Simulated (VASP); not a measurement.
# CdS (F-43m) in VASP: notebook, part 2 of 2

VASP 6.6.1. The steps go on from the part before.

### 3 Single point, LDA

INCAR reads:

```
SYSTEM = CdS
ALGO = Normal
EDIFF = 1E-6
ENCUT = 500
GGA = CA
GGA_COMPAT = .False.
ISIF = 2
ISMEAR = 0
LASPH = .True.
LCHARG = .False.
LREAL = .False.
LWAVE = .False.
NBANDS = 16
NELM = 120
PREC = Accurate
SIGMA = 0.02
```

KPOINTS reads:

```
k-points
0
Gamma
  8 8 8
  0 0 0
```

POSCAR reads:

```
CdS
1.0
    0.0000000000      2.8782482513      2.8782482513
    2.8782482513      0.0000000000      2.8782482513
    2.8782482513      2.8782482513      0.0000000000
Cd S
1 1
Direct
    0.0000000000      0.0000000000      0.0000000000
    0.2500000000      0.2500000000      0.2500000000
```

Potentials or basis: VASP PAW LDA potentials, release 64 (Cd, S).

Command:

```sh
> cat potpaw_LDA.64/Cd/POTCAR potpaw_LDA.64/S/POTCAR > POTCAR
> mpirun -np 1 vasp_std > vasp.out
```

OUTCAR:

```text
SYSTEM = CdS
   EDIFF = 1E-6
   ENCUT = 500
   GGA = CA
   ISIF = 2
   ISMEAR = 0
   LASPH = .True.
   LREAL = .False.
   NELM = 120
   PREC = Accurate

 ion  position               nearest neighbor table
   1  0.000  0.000  0.000-   2 2.49   2 2.49   2 2.49   2 2.49
   2  0.250  0.250  0.250-   1 2.49   1 2.49   1 2.49   1 2.49

  LATTYP: Found a face centered cubic cell.
 ALAT       =     5.7564965026

  Lattice vectors:

 A1 = (   0.0000000000,   2.8782482513,   2.8782482513)
 A2 = (   2.8782482513,   0.0000000000,   2.8782482513)
 A3 = (   2.8782482513,   2.8782482513,   0.0000000000)

Analysis of symmetry for initial positions (statically):
=====================================================================
 Subroutine PRICEL returns:
 Original cell was already a primitive cell.

 Routine SETGRP: Setting up the symmetry group for a
 face centered cubic supercell.

 Subroutine GETGRP returns: Found 24 space group operations
 (whereof 24 operations were pure point group operations)
 out of a pool of 48 trial point group operations.

The static configuration has the point symmetry T_d .

Analysis of symmetry for dynamics (positions and initial velocities):
=====================================================================
 Subroutine PRICEL returns:
 Original cell was already a primitive cell.

 Routine SETGRP: Setting up the symmetry group for a
 face centered cubic supercell.

 Subroutine GETGRP returns: Found 24 space group operations
 (whereof 24 operations were pure point group operations)
 out of a pool of 48 trial point group operations.

The dynamic configuration has the point symmetry T_d .

 Subroutine INISYM returns: Found 24 space group operations
 (whereof 24 operations are pure point group operations),
 and found     1 'primitive' translations

----------------------------------------------------------------------------------------

[... 111 lines left out ...]
     AMIX     =   0.40;   BMIX     =  1.00
     AMIX_MAG =   1.60;   BMIX_MAG =  1.00
  volume/ion in A,a.u.               =      23.84       160.91
  Fermi-wavevector in a.u.,A,eV,Ry     =   1.183116  2.235766 19.044946  1.399764
  Thomas-Fermi vector in A             =   2.319357
   LORBIT       =      0    0 simple, 1 ext, 2 COOP (PROOUT), +10 PAW based schemes
   GGA     = CA    functional components
   LHFCALC =     F    Hartree Fock is set to
   AEXX    =    0.0000 exact exchange contribution
   IVDW    =     0    specifies the selected vdW correction
   LEPSILON=     F    determine dielectric tensor
   LRPA    =     F    only Hartree local field effects (RPA)
 non-spin polarized calculation
 Gauss-broadening in eV      SIGMA  =   0.02
  energy-cutoff  :      500.00
  volume of cell :       47.69
 maximum number of plane-waves:      1243
 NGX is ok and might be reduce to    30
   NGX = 15   NGY = 15   NGZ = 15

 number of electron      18.0000008 magnetization

 Free energy of the ion-electron system (eV)
  ---------------------------------------------------
  ext. energy  EPLUGINS =         0.00000000
  ---------------------------------------------------
  free energy    TOTEN  =        -7.40659687 eV

  energy without entropy =       -7.40659687  energy(sigma->0) =       -7.40659687

 E-fermi :   1.5882     XC(G=0):  -9.7671

 val. band max:        1.4834862964   @ k =   0.0000   0.0000   0.0000
 cond. band min:       2.4608284137   @ k =   0.0000   0.0000   0.0000
 fundamental gap:      0.9773421173
 Fermi energy:         1.5882300650

 k-point     1 :       0.0000    0.0000    0.0000
  band No.  band energies     occupation
      1     -11.1274      2.00000
      2      -6.4545      2.00000
      3      -6.4545      2.00000
      4      -6.4545      2.00000
      5      -5.9139      2.00000
      6      -5.9139      2.00000
[... 433 lines left out ...]
      3      -6.2292      2.00000
      4      -5.9483      2.00000
      5      -5.8847      2.00000
      6      -5.3613      2.00000
[... 8 lines left out ...]
     15      13.7124      0.00000
     16      14.6918      0.00000

 [... further k-points ...]

------------------------ aborting loop because EDIFF is reached ----------------------------------------

  FORCE on cell =-STRESS in cart. coord.  units (eV):
  Direction    XX          YY          ZZ          XY          YZ          ZX
  --------------------------------------------------------------------------------------
  -------------------------------------------------------------------------------------
  Total        0.1639356      0.1639356      0.1639356      0.0000000      0.0000000      0.0000000
  in kB        5.5076838      5.5076838      5.5076838      0.0000000      0.0000000      0.0000000
  external PRESSURE =       5.5076838 kB  Pullay stress =       0.0000000 kB

 VOLUME and BASIS-vectors are now :
 -----------------------------------------------------------------------------
  energy-cutoff  :      500.00
  volume of cell :       47.69
      direct lattice vectors                 reciprocal lattice vectors
     0.000000000  2.878248251  2.878248251    -0.173716774  0.173716774  0.173716774
     2.878248251  0.000000000  2.878248251     0.173716774 -0.173716774  0.173716774
     2.878248251  2.878248251  0.000000000     0.173716774  0.173716774 -0.173716774

 POSITION                                       TOTAL-FORCE (eV/Angst)
 -----------------------------------------------------------------------------------
      0.00000      0.00000      0.00000        -0.000000     -0.000000     -0.000000
      1.43912      1.43912      1.43912         0.000000      0.000000      0.000000
 -----------------------------------------------------------------------------------
    total drift:                               -0.000000     -0.000000     -0.000000

  FREE ENERGIE OF THE ION-ELECTRON SYSTEM (eV)
  ---------------------------------------------------
  free  energy   TOTEN  =        -7.4065968715 eV

  energy  without entropy=       -7.4065968715  energy(sigma->0) =       -7.40659687
```

OSZICAR:

```text
N       E                     dE             d eps       ncg     rms          rms(c)
DAV:   1     0.104065717182E+03    0.10407E+03   -0.90464E+03   960   0.101E+03
DAV:   2    -0.396329172495E+01   -0.10803E+03   -0.10223E+03  1104   0.251E+02
DAV:   3    -0.789811090582E+01   -0.39348E+01   -0.39263E+01  1136   0.499E+01
DAV:   4    -0.792120606986E+01   -0.23095E-01   -0.23092E-01  1176   0.379E+00
DAV:   5    -0.792149930543E+01   -0.29324E-03   -0.29323E-03  1144   0.403E-01    0.884E+00
DAV:   6    -0.743894349915E+01    0.48256E+00   -0.76576E-01  1400   0.120E+01    0.691E+00
DAV:   7    -0.741195950426E+01    0.26984E-01   -0.16169E-01  1200   0.290E+00    0.316E+00
DAV:   8    -0.740702321928E+01    0.49363E-02   -0.17700E-02  1032   0.168E+00    0.258E-01
DAV:   9    -0.740660255159E+01    0.42067E-03   -0.20024E-03  1232   0.709E-01    0.492E-02
DAV:  10    -0.740659055657E+01    0.11995E-04   -0.16660E-04  1056   0.164E-01    0.537E-02
DAV:  11    -0.740660127220E+01   -0.10716E-04   -0.43523E-05  1192   0.647E-02    0.151E-02
DAV:  12    -0.740659674988E+01    0.45223E-05   -0.15867E-05  1376   0.545E-02    0.711E-03
DAV:  13    -0.740659687151E+01   -0.12164E-06   -0.11932E-06   872   0.798E-03
   1 F= -.74065969E+01 E0= -.74065969E+01  d E =-.809798E-16
```

Run time: 24 s. Hardware: 1 thread of Intel Xeon Platinum 8488C (Sapphire Rapids), shared host; peak memory 0.15 GiB.

Results:

* Free energy: -7.4066 eV
* Pressure: 0.6 GPa
* Band gap on the k mesh: 0.98 eV
